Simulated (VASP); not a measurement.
# Ti2C (R-3m) in VASP: single point with r2SCAN

Aim: the single point of Ti2C with r2SCAN.

All numbers are computed with VASP 6.6.1; they aren't measurements. Logs are shortened: lines on timing, memory, paths and dates and some standing lists are left out, and cuts for length are marked.

### Step 1. The cell of the first run

Symmetry: R-3m, No. 166, trigonal system. Conventional cell: a = 3.081 Å, b = 3.081 Å, c = 14.441 Å, α = 90.00°, β = 90.00°, γ = 120.00°. Ti (site symmetry 3m) has 3 C at 2.11 Å within 2.8 Å. Within 2.8 Å of C (site symmetry -3m) lie 6 Ti at 2.11 Å.

### Step 2. Single point, r2SCAN

POSCAR reads:

```
Ti2C
1.0
    1.5406981810      0.8895225095      4.8137698526
   -1.5406981810      0.8895225095      4.8137698526
    0.0000000000     -1.7790450190      4.8137698526
Ti C
2 1
Direct
    0.2454978300      0.2454978300      0.2454978300
    0.7545021700      0.7545021700      0.7545021700
    0.5000000000      0.5000000000      0.5000000000
```

INCAR.step1 reads:

```
ALGO     = Normal         # electronic algorithm
EDIFF    = 1E-4           # SCF threshold, eV
ENCUT    = 520            # plane-wave cutoff, eV
GGA      = PE             # functional
ISMEAR   = 0              # smearing method
LASPH    = T              # aspherical terms in the spheres
LCHARG   = F              # write CHGCAR
LREAL    = F              # projectors in reciprocal space
LWAVE    = T              # write WAVECAR
NBANDS   = 21             # bands
NELM     = 60             # most SCF steps
PREC     = Accurate       # precision mode
SIGMA    = 0.1            # smearing width, eV
```

INCAR.step2 reads:

```
ALGO     = Normal         # electronic algorithm
EDIFF    = 1E-6           # SCF threshold, eV
ENCUT    = 520            # plane-wave cutoff, eV
ISIF     = 2              # what is computed and relaxed
ISMEAR   = 0              # smearing method
ISTART   = 1            
LASPH    = T              # aspherical terms in the spheres
LCHARG   = F              # write CHGCAR
LMIXTAU  = T            
LREAL    = F              # projectors in reciprocal space
LWAVE    = F              # write WAVECAR
METAGGA  = R2SCAN         # meta-GGA
NBANDS   = 21             # bands
NELM     = 60             # most SCF steps
PREC     = Accurate       # precision mode
SIGMA    = 0.1            # smearing width, eV
```

KPOINTS reads:

```
k-points
0
Gamma
  6 6 6
```

Potentials or basis: VASP PAW PBE potentials, release 64 (Ti_sv, C).

The run is started by

```
> cat potpaw_PBE.64/Ti_sv/POTCAR potpaw_PBE.64/C/POTCAR > POTCAR
> cp INCAR.step1 INCAR
> mpirun -np 1 vasp_std > vasp.out
> cp INCAR.step2 INCAR
> mpirun -np 1 vasp_std > vasp.out
```

OUTCAR:

```text
EDIFF = 1E-6
   ENCUT = 520
   ISIF = 2
   ISMEAR = 0
   ISTART = 1
   LASPH = T
   LREAL = F
   METAGGA = R2SCAN
   NELM = 60
   PREC = Accurate

 ion  position               nearest neighbor table
   1  0.245  0.245  0.245-   3 2.11   3 2.11   3 2.11   2 2.89   2 2.89   2 2.89
   2  0.755  0.755  0.755-   3 2.11   3 2.11   3 2.11   1 2.89   1 2.89   1 2.89
   3  0.500  0.500  0.500-   1 2.11   2 2.11   1 2.11   1 2.11   2 2.11   2 2.11

  LATTYP: Found a trigonal (rhomboedric) cell.
 ALAT       =     5.1319958470
 COS(alpha) =     0.8197428324

  Lattice vectors:

 A1 = (   1.5406981810,   0.8895225095,   4.8137698526)
 A2 = (  -1.5406981810,   0.8895225095,   4.8137698526)
 A3 = (   0.0000000000,  -1.7790450190,   4.8137698526)

Analysis of symmetry for initial positions (statically):
=====================================================================
 Subroutine PRICEL returns:
 Original cell was already a primitive cell.

 Routine SETGRP: Setting up the symmetry group for a
 trigonal (rhombohedral) supercell.

 Subroutine GETGRP returns: Found 12 space group operations
 (whereof 12 operations were pure point group operations)
 out of a pool of 12 trial point group operations.

The static configuration has the point symmetry D_3d.

Analysis of symmetry for dynamics (positions and initial velocities):
=====================================================================
 Subroutine PRICEL returns:
 Original cell was already a primitive cell.

 Routine SETGRP: Setting up the symmetry group for a
 trigonal (rhombohedral) supercell.

 Subroutine GETGRP returns: Found 12 space group operations
 (whereof 12 operations were pure point group operations)
 out of a pool of 12 trial point group operations.

The dynamic configuration has the point symmetry D_3d.

 Subroutine INISYM returns: Found 12 space group operations
 (whereof 12 operations are pure point group operations),
 and found     1 'primitive' translations

----------------------------------------------------------------------------------------

                                     Primitive cell

  volume of cell :      39.5832

  direct lattice vectors                    reciprocal lattice vectors
     1.540698181  0.889522510  4.813769853     0.324528195  0.187366441  0.069245798
    -1.540698181  0.889522510  4.813769853    -0.324528195  0.187366441  0.069245798
     0.000000000 -1.779045019  4.813769853     0.000000000 -0.374732882  0.069245798

  length of vectors
     5.131995847  5.131995847  5.131995847     0.381077044  0.381077044  0.381077044

  position of ions in fractional coordinates (direct lattice)
     0.245497830  0.245497830  0.245497830
     0.754502170  0.754502170  0.754502170
     0.500000000  0.500000000  0.500000000

  ion indices of the primitive-cell ions
   primitive index   ion index
                 1           1
                 2           2
                 3           3

----------------------------------------------------------------------------------------

 KPOINTS: k-points

Automatic generation of k-mesh.
 Grid dimensions read from file:
 generate k-points for:    6    6    6

 Generating k-lattice:

  Cartesian coordinates                     Fractional coordinates (reciprocal lattice)
     0.054088033  0.031227740  0.011540966     0.166666667  0.000000000  0.000000000
    -0.054088033  0.031227740  0.011540966     0.000000000  0.166666667  0.000000000
     0.000000000 -0.062455480  0.011540966     0.000000000  0.000000000  0.166666667

  Length of vectors
     0.063512841  0.063512841  0.063512841

  Shift w.r.t. Gamma in fractional coordinates (k-lattice)
     0.000000000  0.000000000  0.000000000

 Subroutine IBZKPT returns following result:
 ===========================================

 Found     32 irreducible k-points:

 Following reciprocal coordinates:
            Coordinates               Weight
  0.000000  0.000000  0.000000      1.000000
  0.166667  0.000000 -0.000000      6.000000
  0.333333  0.000000 -0.000000      6.000000
  0.500000  0.000000  0.000000      3.000000
  0.166667  0.166667 -0.000000      6.000000
  0.333333  0.166667  0.000000     12.000000
[... 16 lines left out ...]
  0.500000  0.500000  0.166667      6.000000
 -0.333333  0.500000  0.166667     12.000000
 [... further k-points ...]
   k-points           NKPTS =     32   k-points in BZ     NKDIM =     32   number of bands    NBANDS=     21
   number of dos      NEDOS =    301   number of ions     NIONS =      3
   total plane-waves  NPLWV =  64000
   dimension x,y,z NGX =    40 NGY =   40 NGZ =   40
   dimension x,y,z NGXF=    80 NGYF=   80 NGZF=   80
   ions per type =               2   1
   NGX,Y,Z   is equivalent  to a cutoff of  12.96, 12.96, 12.96 a.u.
   NGXF,Y,Z  is equivalent  to a cutoff of  25.92, 25.92, 25.92 a.u.
 SYSTEM =  unknown system
   PREC   = accura    normal or accurate (medium, high low for compatibility)
   ISTART =      1    job   : 0-new  1-cont  2-samecut
   ICHARG =      0    charge: 1-file 2-atom 10-const
   ISPIN  =      1    spin polarized calculation?
   LNONCOLLINEAR =      F non collinear calculations
   LSORBIT =      F    spin-orbit coupling
   LASPH  =      T    aspherical Exc in radial PAW
   ENCUT  =  520.0 eV  38.22 Ry    6.18 a.u.   9.54  9.54  9.54*2*pi/ulx,y,z
   NELM   =     60;   NELMIN=  2; NELMDL=  0     # of ELM steps
   EDIFF  = 0.1E-05   stopping-criterion for ELM
   LREAL  =      F    real-space projection
   EDIFFG = 0.1E-04   stopping-criterion for IOM
   NSW    =      0    number of steps for IOM
   IBRION =     -1    ionic relax: 0-MD 1-quasi-New 2-CG
   NFREE  =      0    steps in history (QN), initial steepest desc. (CG)
   ISIF   =      2    stress and relaxation
   ISYM   =      2    0-nonsym 1-usesym 2-fastsym
   POTIM  = 0.5000    time-step for ionic-motion
   TEBEG  =    0.0;   TEEND  =   0.0 temperature during run
   PSTRESS=    0.0 pullay stress
   NELECT =      28.0000    total number of electrons
   NUPDOWN=      -1.0000    fix difference up-down
   EMIN   =  10.00;   EMAX   =-10.00  energy-range for DOS
   EFERMI =   0.00;   METHOD = LEGACY
   ISMEAR =     0;   SIGMA  =   0.10  broadening in eV -4-tet -1-fermi 0-gaus
   EFERMI_NEDOS =   21; number of points for ismear=-14 and -15
   IALGO  =     38    algorithm
   IMIX   =      4    mixing-type and parameters
     AMIX     =   0.40;   BMIX     =  1.00
     AMIX_MAG =   1.60;   BMIX_MAG =  1.00
  volume/ion in A,a.u.               =      13.19        89.04
  Fermi-wavevector in a.u.,A,eV,Ry     =   1.458670  2.756487 28.949376  2.127719
  Thomas-Fermi vector in A             =   2.575328
   LORBIT       =      0    0 simple, 1 ext, 2 COOP (PROOUT), +10 PAW based schemes
   METAGGA = R2SCAN    functional components
   LHFCALC =     F    Hartree Fock is set to
   AEXX    =    0.0000 exact exchange contribution
   IVDW    =     0    specifies the selected vdW correction
   LEPSILON=     F    determine dielectric tensor
   LRPA    =     F    only Hartree local field effects (RPA)
 non-spin polarized calculation
 Gauss-broadening in eV      SIGMA  =   0.10
  energy-cutoff  :      520.00
  volume of cell :       39.58
 maximum number of plane-waves:      1082
 NGX is ok and might be reduce to    40
   NGX = 19   NGY = 19   NGZ = 19

 number of electron      28.0000004 magnetization

 Free energy of the ion-electron system (eV)
  ---------------------------------------------------
  ext. energy  EPLUGINS =         0.00000000
  ---------------------------------------------------
  free energy    TOTEN  =       -38.04019011 eV

  energy without entropy =      -38.02246955  energy(sigma->0) =      -38.03132983

 E-fermi :   8.5184     XC(G=0): -12.7221

 val. band max:        8.5171715327   @ k =   0.5000   0.3333   0.1667
 cond. band min:       8.5478991635   @ k =  -0.3333   0.3333   0.1667
 fundamental gap:      0.0307276307
 Fermi energy:         8.5184164828

 k-point     1 :       0.0000    0.0000    0.0000
  band No.  band energies     occupation
      1     -50.6872      2.00000
      2     -50.5827      2.00000
      3     -26.2166      2.00000
      4     -25.6962      2.00000
      5     -25.6962      2.00000
      6     -25.6333      2.00000
[... 13 lines left out ...]
     20      11.6402      0.00000
     21      12.7463      0.00000

 k-point     2 :       0.1667    0.0000   -0.0000
  band No.  band energies     occupation
      1     -50.6691      2.00000
      2     -50.5783      2.00000
      3     -26.1691      2.00000
      4     -25.7851      2.00000
      5     -25.7170      2.00000
      6     -25.7079      2.00000
[... 13 lines left out ...]
     20      11.8142      0.00000
     21      13.1767      0.00000

 k-point     3 :       0.3333    0.0000   -0.0000
  band No.  band energies     occupation
      1     -50.6280      2.00000
      2     -50.5741      2.00000
      3     -26.0669      2.00000
      4     -25.9544      2.00000
      5     -25.8636      2.00000
      6     -25.7581      2.00000
[... 13 lines left out ...]
     20      11.9541      0.00000
     21      13.5948      0.00000

 k-point     4 :       0.5000    0.0000    0.0000
  band No.  band energies     occupation
      1     -50.5974      2.00000
      2     -50.5820      2.00000
      3     -26.0665      2.00000
      4     -26.0109      2.00000
      5     -25.8634      2.00000
      6     -25.8107      2.00000
[... 13 lines left out ...]
     20      12.1539      0.00000
     21      12.2516      0.00000

 k-point     5 :       0.1667    0.1667   -0.0000
  band No.  band energies     occupation
      1     -50.6678      2.00000
      2     -50.5797      2.00000
      3     -26.1644      2.00000
      4     -25.7842      2.00000
      5     -25.7286      2.00000
      6     -25.7226      2.00000
[... 13 lines left out ...]
     20      11.7992      0.00000
     21      13.1252      0.00000
[... 382 lines left out ...]
     20      12.2342      0.00000
     21      13.1715      0.00000

 k-point    22 :      -0.1667    0.3333    0.1667
  band No.  band energies     occupation
      1     -50.6070      2.00000
      2     -50.5723      2.00000
      3     -26.0714      2.00000
      4     -26.0405      2.00000
      5     -25.8790      2.00000
      6     -25.8075      2.00000
[... 13 lines left out ...]
     20      12.7911      0.00000
     21      13.1820      0.00000

 k-point    23 :       0.5000    0.5000    0.1667
  band No.  band energies     occupation
      1     -50.6200      2.00000
      2     -50.5821      2.00000
      3     -26.1027      2.00000
      4     -26.0377      2.00000
      5     -25.7890      2.00000
      6     -25.7612      2.00000
[... 13 lines left out ...]
     20      11.7410      0.00000
     21      13.2545      0.00000

 k-point    24 :      -0.3333    0.5000    0.1667
  band No.  band energies     occupation
      1     -50.6006      2.00000
      2     -50.5788      2.00000
      3     -26.1124      2.00000
      4     -26.0617      2.00000
      5     -25.8595      2.00000
      6     -25.7646      2.00000
[... 13 lines left out ...]
     20      12.2016      0.00000
     21      13.2327      0.00000

 [... further k-points ...]
[... 5 lines left out ...]
  --------------------------------------------------------------------------------------
  -------------------------------------------------------------------------------------
  Total        0.0185900      0.0185900      0.2300216      0.0000000     -0.0000000      0.0000000
  in kB        0.7524509      0.7524509      9.3103972      0.0000000     -0.0000000      0.0000000
  external PRESSURE =       3.6050997 kB  Pullay stress =       0.0000000 kB

 VOLUME and BASIS-vectors are now :
 -----------------------------------------------------------------------------
  energy-cutoff  :      520.00
  volume of cell :       39.58
      direct lattice vectors                 reciprocal lattice vectors
     1.540698181  0.889522510  4.813769853     0.324528195  0.187366441  0.069245798
    -1.540698181  0.889522510  4.813769853    -0.324528195  0.187366441  0.069245798
     0.000000000 -1.779045019  4.813769853     0.000000000 -0.374732882  0.069245798

 POSITION                                       TOTAL-FORCE (eV/Angst)
 -----------------------------------------------------------------------------------
      0.00000      0.00000      3.54531         0.000000      0.000000     -0.009256
      0.00000      0.00000     10.89600         0.000000     -0.000000      0.009256
      0.00000      0.00000      7.22065         0.000000     -0.000000      0.000000
 -----------------------------------------------------------------------------------
    total drift:                                0.000000      0.000000     -0.000000

  FREE ENERGIE OF THE ION-ELECTRON SYSTEM (eV)
  ---------------------------------------------------
  free  energy   TOTEN  =       -38.0401901092 eV

  energy  without entropy=      -38.0224695455  energy(sigma->0) =      -38.03132983
```

Wall time 5.3 min (1 thread of Intel Xeon Platinum 8375C at 2.90GHz (Ice Lake), shared host); peak memory 0.26 GiB.

Results:

| Property | Result |
| --- | --- |
| Free energy | -38.0402 eV |
| Pressure | 0.4 GPa |
| Largest force | 0.009 eV/Å |
| Band gap on the k mesh | zero (band 14 reaches 9.16 eV, above the bottom of band 15 at 8.18 eV) |

Forces in eV/Å, atoms in the order of the input:
```
Ti   0.000  0.000 -0.009
Ti   0.000  0.000  0.009
C    0.000  0.000  0.000
```

Caveat: the k points lie up to 0.40 Å⁻¹ apart; the PAW data sets were made with another functional, which shifts forces and pressure a little.
